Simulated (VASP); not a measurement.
Here is a VASP 6.6.1 calculation.

INCAR

```
ALGO = Normal
EDIFF = 1E-6
ENCUT = 520
ISIF = 2
ISMEAR = 0
LASPH = T
LCHARG = F
LREAL = F
LWAVE = F
NBANDS = 12
NELM = 80
PREC = Accurate
SIGMA = 0.15
```

The input KPOINTS:

```
k-points
0
Gamma
  16 16 16
```

Contents of POSCAR:

```
Tl
1.0
    0.0000000000      2.3923509960      2.4663412330
    2.4663412330      0.0000000000      2.4663412330
    2.4663412330      2.3923509960      0.0000000000
Tl
1
Direct
    0.0000000000      0.0000000000      0.0000000000
```

Potentials or basis: VASP PAW LDA potentials, release 64 (Tl_d).

Run with:

```console
$ cat potpaw_LDA.64/Tl_d/POTCAR > POTCAR
$ mpirun -np 1 vasp_std > vasp.out
```

Task: Predict the pressure.

Result: -2.6 GPa.

Stress tensor (GPa, compression positive):
```
-2.67  0.00  0.00
 0.00 -2.45  0.00
 0.00  0.00 -2.67
```

Caveat: the cell differs from its parent crystal (strain -0.0300 x Voigt [0, 1, 0, 0, 0, 0]).
